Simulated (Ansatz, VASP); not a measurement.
**AlInAsP3: VASP beside Ansatz**

```
Al In P As
1.0
     6.59431    0.00000    0.00000
    -3.29716    5.71084    0.00000
     0.00000    0.00000    3.60230
Al In P As
1 1 3 1
Direct
  0.00000 0.00000 0.00000
  0.33333 0.66667 0.00000
  0.98354 0.49177 0.50000
  0.50823 0.49177 0.50000
  0.50823 0.01646 0.50000
  0.66667 0.33333 0.00000
```

Change from the starting cell: species swapped into the YSiBRh3 type (P-6m2, No. 187).

Alike in both runs: functional PBE; k mesh 3 × 3 × 4; occupations gaussian, width 0.1 eV; no spin polarisation.

Ansatz relaxed the structure, and its values are those at the end. VASP's run is a single point on that final structure, the one shown.

|  | VASP | Ansatz |
| --- | --- | --- |
| version | VASP 6.6.1 | Ansatz 0.2.0 |
| potentials or method | VASP PAW PBE potentials, release 64 (Al, In_d, P, As), cutoff 500 eV | scalar-relativistic, plane waves, PAW |
| valence electrons in the cell | 36 | 46 |

|  | VASP | Ansatz | Ansatz less VASP |
| --- | --- | --- | --- |
| gap on the k mesh at the Fermi level (eV) | none | none | - |
| pressure (GPa) | 0.0 | 0.0 | 0.00 |
| rms of the force components (eV/Å) | 0.006 | 0.003 | -0.0026 |

A gap of «none» marks a metal or a gap that the smearing closes. With one functional, cell and mesh, what is left measures potentials, basis and numerics. VASP's potentials hold 36 valence electrons a cell and Ansatz's 46, so a difference there can come from the potentials and not from the codes.

The k mesh is coarse, so the values compare programs but aren't converged.
